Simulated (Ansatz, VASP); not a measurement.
**Two plane-wave programs on Al3Cu**

INCAR

```
SYSTEM = Al3Cu
PREC = Accurate ; ENCUT = 520
EDIFF = 1E-7 ; ISMEAR = 0
SIGMA = 0.15 ; LREAL = .FALSE.
LASPH = .TRUE. ; NELM = 80
ALGO = Normal ; ISIF = 2
LWAVE = .FALSE. ; LCHARG = .FALSE.
GGA = CA ; NBANDS = 18
```

KPOINTS

```
Automatic mesh
0
G
  12 12 12
  0 0 0
```

POSCAR

```
Al3Cu
1.0
    3.8548798307      0.0000000000      0.0000000000
    0.0000000000      3.8548798307      0.0000000000
    0.0000000000      0.0000000000      3.8548798307
Al Cu
3 1
Direct
    0.0000000000      0.5000000000      0.5000000000
    0.5000000000      0.0000000000      0.5000000000
    0.5000000000      0.5000000000      0.0000000000
    0.0000000000      0.0000000000      0.0000000000
```

Input for Ansatz:

```yaml
crystal:
  lattice:
    - [3.8548798307, 0.0, 0.0]
    - [0.0, 3.8548798307, 0.0]
    - [0.0, 0.0, 3.8548798307]
  atoms:
    - { symbol: Al, position: [0.0, 0.5, 0.5] }
    - { symbol: Al, position: [0.5, 0.0, 0.5] }
    - { symbol: Al, position: [0.5, 0.5, 0.0] }
    - { symbol: Cu, position: [0.0, 0.0, 0.0] }
basis:
  ecutwfc: 520.0
kpoints:
  mp_grid: { grid: [12, 12, 12] }
hamiltonian:
  xc: lda
  pseudopotentials: { kind: paw, azcp: { folder: soft_1 } }
scf:
  occupations: { method: gaussian, width: 0.15 }
output:
  forces: true
  stress: true
  eigenvalues: true
```

Alike in both runs: task single point; functional LDA; k mesh 12 × 12 × 12; occupations gaussian, width 0.15 eV; no spin polarisation.

|  | VASP | Ansatz |
| --- | --- | --- |
| version | VASP 6.6.1 | Ansatz 0.2.0 |
| potentials or method | VASP PAW LDA potentials, release 64 (Al, Cu), cutoff 520 eV | scalar-relativistic, plane waves, PAW |
| valence electrons in the cell | 20 | 28 |

Ansatz gave:

| Property | Result |
| --- | --- |
| gap on the k mesh at the Fermi level (eV) | none |
| pressure (GPa) | 0.0 |

Q: What did VASP give for the same quantities?

A: gap on the k mesh at the Fermi level (eV): none; pressure (GPa): 0.3.

Ansatz warns that its potentials were made for another functional, while VASP's fit it. LDA's correlation is that of Perdew and Zunger in VASP and of Perdew and Wang (1992) in Ansatz. A gap of «none» marks a metal or a gap that the smearing closes. VASP's potentials hold 20 valence electrons a cell and Ansatz's 28, so a difference there can come from the potentials and not from the codes.
